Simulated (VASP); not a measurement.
A run of VASP 6.6.1 is set up as follows.

Contents of INCAR:

```
SYSTEM = ScPbS4
PREC = Accurate
ENCUT = 600
EDIFF = 1E-7
ISMEAR = 0
SIGMA = 0.1
LREAL = .FALSE.
LASPH = .TRUE.
NELM = 80
ALGO = Normal
ISIF = 3
LWAVE = .FALSE.
LCHARG = .FALSE.
GGA = PE
IBRION = 2
NSW = 90
EDIFFG = -0.04
```

Contents of KPOINTS:

```
regular mesh
0
G
  4 4 4
  0 0 0
```

The input POSCAR:

```
ScPbS4
1.0
    0.0000000000      4.0269862200      4.0269862200
    4.0269862200      0.0000000000      4.0269862200
    4.0269862200      4.0269862200      0.0000000000
Sc Pb S
1 1 4
Direct
    0.7500000000      0.7500000000      0.7500000000
    0.0000000000      0.0000000000      0.0000000000
    0.3750000000      0.3750000000      0.8750000000
    0.3750000000      0.8750000000      0.3750000000
    0.8750000000      0.3750000000      0.3750000000
    0.3750000000      0.3750000000      0.3750000000
```

Potentials or basis: VASP PAW PBE potentials, release 64 (Sc_sv, Pb_d, S).

Command:

```console
$ cat potpaw_PBE.64/Sc_sv/POTCAR potpaw_PBE.64/Pb_d/POTCAR potpaw_PBE.64/S/POTCAR > POTCAR
$ mpirun -np 1 vasp_std > vasp.out
```

Question: What does it give for the band gap on the k mesh?

Answer: Zero (an odd number of electrons rules out a gap without spin polarisation).

Question: Predict the space group after relaxing (to 0.1 Å).

Answer: F-43m (No. 216).

Question: What does it give for the relaxed cell?

Answer: a = 5.520 Å, b = 5.520 Å, c = 5.520 Å, α = 60.00°, β = 60.00°, γ = 60.00°.

Question: Estimate the relaxed volume.

Answer: 19.82 Å³/atom.

Final structure:
```
Sc Pb S
1.0
     0.00000    3.90321    3.90321
     3.90321    0.00000    3.90321
     3.90321    3.90321    0.00000
Sc Pb S
1 1 4
Direct
  0.75000 0.75000 0.75000
  0.00000 0.00000 0.00000
  0.37722 0.37722 0.86833
  0.37722 0.86833 0.37722
  0.86833 0.37722 0.37722
  0.37722 0.37722 0.37722
```

Caveat: spin-orbit coupling is left out, which moves the levels of the heavy elements.
